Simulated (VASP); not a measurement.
Au, 2 atoms in the cell. Symmetry: P6_3/mmc, No. 194, hexagonal system. The conventional cell has a = 2.861 Å, b = 2.861 Å, c = 4.814 Å, α = 90.00°, β = 90.00°, γ = 120.00°. Au (site symmetry -6m2) has 12 Au at 2.86 to 2.92 Å within 3.8 Å. This isn't the form of Au at room conditions, which is fcc.

```yaml
Program: VASP 6.6.1
Task: electric field gradients
Functional: LDA
Potentials_or_basis: VASP PAW LDA potentials, release 64 (Au)
Cutoff: 520 eV
k_mesh: 14 × 14 × 8
Occupations: fermi-dirac, width 0.03 eV
Spin: no spin polarisation
Dipole_correction: no
Further_INCAR_settings: ALGO = Normal; EDIFF = 1e-08; NBANDS = 18
```

Potentials or basis: VASP PAW LDA potentials, release 64 (Au).

Command:

```bash
$ cat potpaw_LDA.64/Au/POTCAR > POTCAR
$ mpirun -np 1 vasp_std > vasp.out
```

Hardware: 1 thread of Intel Xeon 8259CL, on a shared host.

Task: How long does it take, and how much memory?

Result: Run time: 79 s on 1 thread of Intel Xeon 8259CL, with other jobs on the host, peak memory 0.18 GiB. Counts: scf iterations 12, k points 120.
